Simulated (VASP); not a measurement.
Wanted: the native input for a VASP 6.6.1 run.

| Quantity | Value |
| --- | --- |
| Task | single point |
| Functional | PBE |
| Potentials or basis | VASP PAW PBE potentials, release 64 (Cu, O) |
| Cutoff | 520 eV |
| k mesh | 8 × 8 × 5 |
| Occupations | fermi-dirac, width 0.05 eV |
| Spin | no spin polarisation |
| Dipole correction | no |
| Further INCAR settings | ALGO = Normal; EDIFF = 1e-06; NBANDS = 25 |

The structure of CuO lies in POSCAR:

```
CuO
1.0
    3.1795331000     -0.0158976655      0.0000000000
   -1.6035343322      2.7615052728      0.0000000000
    0.0000000000      0.0000000000      4.4314907300
Cu O
2 2
Direct
    0.0000000000      0.0000000000      0.0000000000
    0.0000000000      0.0000000000      0.5000000000
    0.3333333333      0.6666666667      0.2500000000
    0.6666666667      0.3333333333      0.7500000000
```

The input as run:

INCAR

```
ALGO = Normal ; EDIFF = 1E-6
ENCUT = 520 ; GGA = PE
ISIF = 2 ; ISMEAR = -1
LASPH = True ; LCHARG = False
LREAL = False ; LWAVE = False
NBANDS = 25 ; NELM = 60
PREC = Accurate ; SIGMA = 0.05
```

KPOINTS

```
k-points
0
Gamma
  8 8 5
```

Potentials or basis: VASP PAW PBE potentials, release 64 (Cu, O).

Launch:

```bash
$ cat potpaw_PBE.64/Cu/POTCAR potpaw_PBE.64/O/POTCAR > POTCAR
$ mpirun -np 1 vasp_std > vasp.out
```

Results of the run:

```json
{
 "Pressure": "6.6 GPa",
 "Largest force": "0.040 eV/Å",
 "Band gap on the k mesh": "zero (band 17 reaches 6.31 eV, above the bottom of band 18 at 5.39 eV)"
}
```

Caveat: semilocal functionals often make such compounds metallic where correlation or magnetic order opens a gap, which also shifts bond lengths.

Wall time 56 s on 1 thread of Intel Xeon 6975P-C, on a shared host, peak memory 0.21 GiB.
